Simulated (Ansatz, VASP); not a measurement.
## ZrB2: VASP beside Ansatz

```
Zr B
1.0
     3.34662    0.00000    0.00000
    -1.67331    2.89826    0.00000
     0.00000    0.00000    3.30144
Zr B
1 2
Direct
  0.00000 0.00000 0.00000
  0.33333 0.66667 0.50000
  0.66667 0.33333 0.50000
```

Alike in both runs: task single point; functional LDA; k mesh 18 × 18 × 12; occupations gaussian, width 0.15 eV; no spin polarisation.

|  | VASP | Ansatz |
| --- | --- | --- |
| version | VASP 6.6.1 | Ansatz 0.2.0 |
| potentials or method | VASP PAW LDA potentials, release 64 (Zr_sv, B), cutoff 520 eV | scalar-relativistic, plane waves, PAW |
| valence electrons in the cell | 18 | 18 |

|  | VASP | Ansatz | Ansatz less VASP |
| --- | --- | --- | --- |
| gap on the k mesh at the Fermi level (eV) | none | none | - |
| pressure (GPa) | -17.3 | -17.7 | -0.44 |
| traceless stress, the component that is largest in VASP (GPa) | 24.56 | 24.54 | -0.012 |

LDA's correlation is that of Perdew and Zunger in VASP and of Perdew and Wang (1992) in Ansatz. A gap of «none» marks a metal or a gap that the smearing closes.
